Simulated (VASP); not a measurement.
Input of a VASP 6.6.1 run:

The input INCAR:

```
SYSTEM = BaTiO3
ALGO = Normal ; EDIFF = 1E-6
ENCUT = 520 ; GGA = PE
ISIF = 2 ; ISMEAR = 0
LASPH = .TRUE. ; LCHARG = .FALSE.
LREAL = .FALSE. ; LWAVE = .FALSE.
NBANDS = 28 ; NELM = 100
PREC = Accurate ; SIGMA = 0.05
```

The input KPOINTS:

```
k-points
0
G
  8 8 8
  0 0 0
```

POSCAR

```
BaTiO3
1.0
    3.9859842328      0.0000000000      0.0000000000
    0.0000000000      3.9859842328      0.0000000000
    0.0000000000      0.0000000000      4.2845742641
Ba Ti O
1 1 3
Direct
    0.0000000000      0.0000000000     -0.0166880462
    0.5000000000      0.5000000000      0.4677168527
    0.5000000000      0.5000000000      0.0474668142
    0.5000000000      0.0000000000      0.5222521896
    0.0000000000      0.5000000000      0.5222521896
```

Potentials or basis: VASP PAW PBE potentials, release 64 (Ba_sv, Ti_sv, O).

The run is started by

```bash
$ cat potpaw_PBE.64/Ba_sv/POTCAR potpaw_PBE.64/Ti_sv/POTCAR potpaw_PBE.64/O/POTCAR > POTCAR
$ mpirun -np 1 vasp_std > vasp.out
```

Problem. Predict the pressure.

Solution. 0.0 GPa.

Problem. What does it give for the largest force?

Solution. 0.092 eV/Å.

Problem. What does it give for the band gap on the k mesh?

Solution. 1.78 eV, indirect (least direct gap 2.40 eV).

Forces in eV/Å, atoms in the order of the input:
```
Ba   0.000  0.000  0.058
Ti   0.000  0.000  0.092
O    0.000  0.000 -0.087
O    0.000  0.000 -0.031
O    0.000  0.000 -0.031
```

Caveat: spin-orbit coupling is left out, which moves the levels of the heavy elements. A k mesh can miss the band edges.
